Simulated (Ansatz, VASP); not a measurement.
## One calculation of AlN, two programs

```xyz
8
Lattice="-1.6378 2.8368 0.0000 0.0000 0.0000 4.1006 4.9135 2.8368 0.0000" Properties=species:S:1:pos:R:3 pbc="T T T"
Al   -0.3720    2.2632    3.0755
Al    1.6378    4.7280    3.0755
Al    1.6378    0.9456    1.0252
Al    3.2757    3.7824    1.0252
N     0.0000    1.8912    1.0252
N     1.6378    4.7280    1.0252
N     1.6378    0.9456    3.0755
N     3.2757    3.7824    3.0755
```

Alike in both runs: task single point; functional LDA; k mesh 8 × 6 × 4; occupations gaussian, width 0.05 eV; no spin polarisation.

|  | VASP | Ansatz |
| --- | --- | --- |
| version | VASP 6.6.1 | Ansatz 0.2.0 |
| potentials or method | VASP PAW LDA potentials, release 64 (Al, N), cutoff 520 eV | scalar-relativistic, plane waves, PAW |
| valence electrons in the cell | 32 | 32 |

VASP gave:

* gap on the k mesh at the Fermi level (eV): 2.94
* least direct gap on the mesh (eV): 2.94
* pressure (GPa): 9.9
* traceless stress, the component that is largest in VASP (GPa): 16.89
* rms of the force components (eV/Å): 2.671

Problem. Which values does Ansatz return?

Solution. gap on the k mesh at the Fermi level (eV): 2.95; least direct gap on the mesh (eV): 2.95; pressure (GPa): 9.0; traceless stress, the component that is largest in VASP (GPa): 16.34; rms of the force components (eV/Å): 2.615.

Ansatz warns that its potentials were made for another functional, while VASP's fit it. LDA's correlation is that of Perdew and Zunger in VASP and of Perdew and Wang (1992) in Ansatz. Atom by atom the forces differ by 0.057 eV/Å (rms over components).
